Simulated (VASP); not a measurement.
# Te (C2/m) in VASP: further runs

Te is run at these levels: LDA; tasks: single point.

Program: VASP 6.6.1. These are calculated values, not measurements. Logs are shortened: lines on timing, memory, paths and dates and some standing lists are left out, and cuts for length are marked.

## 1. The cell of the first run

It takes space group C2/m (No. 12, monoclinic). The conventional cell has a = 8.496 Å, b = 4.758 Å, c = 3.973 Å, α = 90.00°, β = 91.89°, γ = 90.00°. Within 4.1 Å of Te (site symmetry m) lie 14 Te at 3.00 to 4.02 Å. Te (site symmetry 2/m) has 14 Te at 3.00 to 3.97 Å within 4.0 Å.

## 2. Single point, LDA (26.75 Å³/atom)

INCAR

```
ALGO = Normal
EDIFF = 1E-7
ENCUT = 520
ISIF = 2
ISMEAR = -1
LASPH = True
LCHARG = False
LREAL = False
LWAVE = False
NBANDS = 16
NELM = 60
PREC = Accurate
SIGMA = 0.05
```

KPOINTS

```
k-points
0
Gamma
  8 8 8
```

POSCAR

```
Te
1.0
    4.2481668808     -2.3790777987      0.0000000000
    4.2481668808      2.3790777987      0.0000000000
   -0.1308833919      0.0000000000      3.9704974388
Te
3
Direct
    0.6760000000      0.6760000000      0.6750000000
    0.3240000000      0.3240000000      0.3250000000
    0.0000000000      0.0000000000      0.0000000000
```

Potentials or basis: VASP PAW LDA potentials, release 64 (Te).

Started as:

```bash
cat potpaw_LDA.64/Te/POTCAR > POTCAR
mpirun -np 1 vasp_std > vasp.out
```

OUTCAR:

```text
EDIFF = 1E-7
   ENCUT = 520
   ISIF = 2
   ISMEAR = -1
   LASPH = True
   LREAL = False
   NELM = 60
   PREC = Accurate

 ion  position               nearest neighbor table
   1  0.676  0.676  0.675-   3 3.00   2 3.05   2 3.05   3 3.11   3 3.11   2 3.26
   2  0.324  0.324  0.325-   3 3.00   1 3.05   1 3.05   3 3.11   3 3.11   1 3.26
   3  0.000  0.000  0.000-   1 3.00   2 3.00   1 3.11   1 3.11   2 3.11   2 3.11

  LATTYP: Found a base centered monoclinic cell.
 ALAT       =     8.4963337616
 B/A-ratio  =     0.5600245625
 C/A-ratio  =     0.4675727418
 COS(beta)  =    -0.0329460833

  Lattice vectors:

 A1 = (   4.2481668808,  -2.3790777987,   0.0000000000)
 A2 = (   4.2481668808,   2.3790777987,   0.0000000000)
 A3 = (  -0.1308833919,   0.0000000000,   3.9704974388)

Analysis of symmetry for initial positions (statically):
=====================================================================
 Subroutine PRICEL returns:
 Original cell was already a primitive cell.

 Routine SETGRP: Setting up the symmetry group for a
 base centered monoclinic supercell.

 Subroutine GETGRP returns: Found  4 space group operations
 (whereof  4 operations were pure point group operations)
 out of a pool of  4 trial point group operations.

The static configuration has the point symmetry C_2h.

Analysis of symmetry for dynamics (positions and initial velocities):
=====================================================================
 Subroutine PRICEL returns:
 Original cell was already a primitive cell.

 Routine SETGRP: Setting up the symmetry group for a
 base centered monoclinic supercell.

 Subroutine GETGRP returns: Found  4 space group operations
 (whereof  4 operations were pure point group operations)
 out of a pool of  4 trial point group operations.

The dynamic configuration has the point symmetry C_2h.

 Subroutine INISYM returns: Found  4 space group operations
 (whereof  4 operations are pure point group operations),
 and found     1 'primitive' translations

----------------------------------------------------------------------------------------

                                     Primitive cell

  volume of cell :      80.2574

  direct lattice vectors                    reciprocal lattice vectors
     4.248166881 -2.379077799  0.000000000     0.117697825 -0.210165468  0.003879789
     4.248166881  2.379077799  0.000000000     0.117697825  0.210165468  0.003879789
    -0.130883392  0.000000000  3.970497439     0.000000000  0.000000000  0.251857611

  length of vectors
     4.868976589  4.868976589  3.972654072     0.240909433  0.240909433  0.251857611

  position of ions in fractional coordinates (direct lattice)
     0.676000000  0.676000000  0.675000000
     0.324000000  0.324000000  0.325000000
     0.000000000  0.000000000  0.000000000

  ion indices of the primitive-cell ions
   primitive index   ion index
                 1           1
                 2           2
                 3           3

----------------------------------------------------------------------------------------

 KPOINTS: k-points

Automatic generation of k-mesh.
 Grid dimensions read from file:
 generate k-points for:    8    8    8

 Generating k-lattice:

  Cartesian coordinates                     Fractional coordinates (reciprocal lattice)
     0.014712228 -0.026270684  0.000484974     0.125000000 -0.000000000  0.000000000
     0.014712228  0.026270684  0.000484974    -0.000000000  0.125000000  0.000000000
     0.000000000  0.000000000  0.031482201     0.000000000  0.000000000  0.125000000

  Length of vectors
     0.030113679  0.030113679  0.031482201

  Shift w.r.t. Gamma in fractional coordinates (k-lattice)
     0.000000000  0.000000000  0.000000000

 Subroutine IBZKPT returns following result:
 ===========================================

 Found    150 irreducible k-points:

 Following reciprocal coordinates:
            Coordinates               Weight
  0.000000  0.000000  0.000000      1.000000
  0.125000  0.000000  0.000000      4.000000
  0.250000  0.000000  0.000000      4.000000
  0.375000 -0.000000  0.000000      4.000000
  0.500000  0.000000  0.000000      2.000000
  0.125000  0.125000  0.000000      2.000000
[... 16 lines left out ...]
  0.125000  0.000000  0.125000      4.000000
  0.250000  0.000000  0.125000      4.000000
 [... further k-points ...]
   k-points           NKPTS =    150   k-points in BZ     NKDIM =    150   number of bands    NBANDS=     16
   number of dos      NEDOS =    301   number of ions     NIONS =      3
   total plane-waves  NPLWV =  38880
   dimension x,y,z NGX =    36 NGY =   36 NGZ =   30
   dimension x,y,z NGXF=    72 NGYF=   72 NGZF=   60
   ions per type =               3
   NGX,Y,Z   is equivalent  to a cutoff of  12.29, 12.29, 12.55 a.u.
   NGXF,Y,Z  is equivalent  to a cutoff of  24.58, 24.58, 25.11 a.u.
 SYSTEM =  unknown system
   PREC   = accura    normal or accurate (medium, high low for compatibility)
   ISTART =      0    job   : 0-new  1-cont  2-samecut
   ICHARG =      2    charge: 1-file 2-atom 10-const
   ISPIN  =      1    spin polarized calculation?
   LNONCOLLINEAR =      F non collinear calculations
   LSORBIT =      F    spin-orbit coupling
   LASPH  =      T    aspherical Exc in radial PAW
   ENCUT  =  520.0 eV  38.22 Ry    6.18 a.u.   9.05  9.05  7.39*2*pi/ulx,y,z
   NELM   =     60;   NELMIN=  2; NELMDL= -5     # of ELM steps
   EDIFF  = 0.1E-06   stopping-criterion for ELM
   LREAL  =      F    real-space projection
   EDIFFG = 0.1E-05   stopping-criterion for IOM
   NSW    =      0    number of steps for IOM
   IBRION =     -1    ionic relax: 0-MD 1-quasi-New 2-CG
   NFREE  =      0    steps in history (QN), initial steepest desc. (CG)
   ISIF   =      2    stress and relaxation
   ISYM   =      2    0-nonsym 1-usesym 2-fastsym
   POTIM  = 0.5000    time-step for ionic-motion
   TEBEG  =    0.0;   TEEND  =   0.0 temperature during run
   PSTRESS=    0.0 pullay stress
   NELECT =      18.0000    total number of electrons
   NUPDOWN=      -1.0000    fix difference up-down
   EMIN   =  10.00;   EMAX   =-10.00  energy-range for DOS
   EFERMI =   0.00;   METHOD = LEGACY
   ISMEAR =    -1;   SIGMA  =   0.05  broadening in eV -4-tet -1-fermi 0-gaus
   EFERMI_NEDOS =   21; number of points for ismear=-14 and -15
   IALGO  =     38    algorithm
   IMIX   =      4    mixing-type and parameters
     AMIX     =   0.40;   BMIX     =  1.00
     AMIX_MAG =   1.60;   BMIX_MAG =  1.00
  volume/ion in A,a.u.               =      26.75       180.53
  Fermi-wavevector in a.u.,A,eV,Ry     =   0.994651  1.879617 13.460654  0.989330
  Thomas-Fermi vector in A             =   2.126617
   LORBIT       =      0    0 simple, 1 ext, 2 COOP (PROOUT), +10 PAW based schemes
   GGA     = CA    functional components
   LHFCALC =     F    Hartree Fock is set to
   AEXX    =    0.0000 exact exchange contribution
   IVDW    =     0    specifies the selected vdW correction
   LEPSILON=     F    determine dielectric tensor
   LRPA    =     F    only Hartree local field effects (RPA)
 non-spin polarized calculation
  energy-cutoff  :      520.00
  volume of cell :       80.26
 maximum number of plane-waves:      2179
   NGX = 19   NGY = 19   NGZ = 15

 number of electron      18.0000000 magnetization

 Free energy of the ion-electron system (eV)
  ---------------------------------------------------
  ext. energy  EPLUGINS =         0.00000000
  ---------------------------------------------------
  free energy    TOTEN  =       -11.13846488 eV

  energy without entropy =      -11.12385365  energy(sigma->0) =      -11.13115927

 E-fermi :   8.7388     XC(G=0): -10.4404

 val. band max:        8.7340289749   @ k =  -0.2500   0.5000   0.1250
 cond. band min:       8.7458725674   @ k =   0.3750  -0.0000   0.5000
 fundamental gap:      0.0118435925
 Fermi energy:         8.7388140517

 k-point     1 :       0.0000    0.0000    0.0000
  band No.  band energies     occupation
      1      -5.9982      2.00000
      2      -0.8885      2.00000
      3      -0.8448      2.00000
      4       4.0936      2.00000
      5       4.3622      2.00000
      6       4.8753      2.00000
[... 8 lines left out ...]
     15      15.9366      0.00000
     16      16.0099      0.00000

 k-point     2 :       0.1250    0.0000    0.0000
  band No.  band energies     occupation
      1      -5.8716      2.00000
      2      -1.1383      2.00000
      3      -1.0211      2.00000
      4       3.5313      2.00000
      5       4.0033      2.00000
      6       5.2369      2.00000
[... 8 lines left out ...]
     15      15.5573      0.00000
     16      16.1895      0.00000

 k-point     3 :       0.2500    0.0000    0.0000
  band No.  band energies     occupation
      1      -5.4943      2.00000
      2      -1.9476      2.00000
      3      -1.2980      2.00000
      4       2.9836      2.00000
      5       4.1032      2.00000
      6       5.7974      2.00000
[... 8 lines left out ...]
     15      15.1477      0.00000
     16      17.0200      0.00000

 k-point     4 :       0.3750   -0.0000    0.0000
  band No.  band energies     occupation
      1      -4.8783      2.00000
      2      -2.9991      2.00000
      3      -1.5035      2.00000
      4       2.5965      2.00000
      5       4.9024      2.00000
      6       6.0504      2.00000
[... 8 lines left out ...]
     15      15.1363      0.00000
     16      15.6640      0.00000
[... 324 lines left out ...]
 k-point    22 :       0.0000    0.0000    0.1250
  band No.  band energies     occupation
      1      -5.8729      2.00000
      2      -1.5000      2.00000
      3      -0.3556      2.00000
      4       4.1495      2.00000
      5       4.4487      2.00000
      6       5.0211      2.00000
[... 8 lines left out ...]
     15      14.7096      0.00000
     16      16.5053      0.00000

 k-point    23 :       0.1250    0.0000    0.1250
  band No.  band energies     occupation
      1      -5.7423      2.00000
      2      -1.6489      2.00000
      3      -0.6103      2.00000
      4       3.5147      2.00000
      5       3.8959      2.00000
      6       5.5157      2.00000
[... 8 lines left out ...]
     15      15.5163      0.00000
     16      15.9649      0.00000

 k-point    24 :       0.2500    0.0000    0.1250
  band No.  band energies     occupation
      1      -5.3617      2.00000
      2      -2.1979      2.00000
      3      -1.0223      2.00000
      4       3.0326      2.00000
      5       3.3902      2.00000
      6       6.3125      2.00000
[... 8 lines left out ...]
     15      15.9818      0.00000
     16      16.7533      0.00000

 [... further k-points ...]
[... 5 lines left out ...]
  --------------------------------------------------------------------------------------
  -------------------------------------------------------------------------------------
  Total        1.6343090      1.7251332      2.6513869      0.0000000      0.0000000      0.4855748
  in kB       32.6256840     34.4388068     52.9295939      0.0000000      0.0000000      9.6935225
  external PRESSURE =      39.9980282 kB  Pullay stress =       0.0000000 kB

 VOLUME and BASIS-vectors are now :
 -----------------------------------------------------------------------------
  energy-cutoff  :      520.00
  volume of cell :       80.26
      direct lattice vectors                 reciprocal lattice vectors
     4.248166881 -2.379077799  0.000000000     0.117697825 -0.210165468  0.003879789
     4.248166881  2.379077799  0.000000000     0.117697825  0.210165468  0.003879789
    -0.130883392  0.000000000  3.970497439     0.000000000  0.000000000  0.251857611

 POSITION                                       TOTAL-FORCE (eV/Angst)
 -----------------------------------------------------------------------------------
      5.65518      0.00000      2.68009        -0.388963      0.000000     -0.194310
      2.71028      0.00000      1.29041         0.388963      0.000000      0.194310
      0.00000      0.00000      0.00000         0.000000     -0.000000      0.000000
 -----------------------------------------------------------------------------------
    total drift:                               -0.000000      0.000000      0.000000

  FREE ENERGIE OF THE ION-ELECTRON SYSTEM (eV)
  ---------------------------------------------------
  free  energy   TOTEN  =       -11.1384648820 eV

  energy  without entropy=      -11.1238536547  energy(sigma->0) =      -11.13115927
```

Run time: 80 s. Hardware: 1 thread of Intel Xeon Platinum 8488C (Sapphire Rapids), shared host; peak memory 0.26 GiB.

What came out:

* Free energy: -11.1385 eV
* Pressure: 4.0 GPa
* Largest force: 0.435 eV/Å
* Band gap on the k mesh: zero (bands 9 and 10 overlap by 3.37 eV)

Forces in eV/Å, atoms in the order of the input:
```
Te  -0.389  0.000 -0.194
Te   0.389  0.000  0.194
Te   0.000  0.000  0.000
```

Levels at points of the mesh, in eV from the Fermi level:
| k point | band 6 | band 7 | band 8 | band 9 | band 10 | band 11 | band 12 | band 13 |
| --- | --- | --- | --- | --- | --- | --- | --- | --- |
| (0.00, 0.00, 0.00) | -3.86 | -3.84 | -2.14 | -1.83 | 1.52 | 2.88 | 3.21 | 5.70 |
| (0.50, 0.00, 0.00) | -2.68 | -2.57 | 0.12 | 0.18 | 0.45 | 0.88 | 2.93 | 3.54 |
| (0.50, 0.50, 0.00) | -2.72 | -2.30 | 0.43 | 0.49 | 0.59 | 0.75 | 2.54 | 3.24 |
| (0.00, 0.00, 0.50) | -2.73 | -2.65 | -1.84 | -1.79 | -1.76 | -1.58 | -1.01 | 2.79 |
| (0.50, 0.00, 0.50) | -4.31 | -3.85 | -3.66 | 1.61 | 1.83 | 1.85 | 3.13 | 6.76 |
| (0.50, 0.50, 0.50) | -3.92 | -3.87 | -3.70 | 1.50 | 1.65 | 2.17 | 2.61 | 6.66 |

Caveat: the cell stands under pressure; spin-orbit coupling is left out, which moves the levels of the heavy elements.

(Part 1 of 2 ends here.)
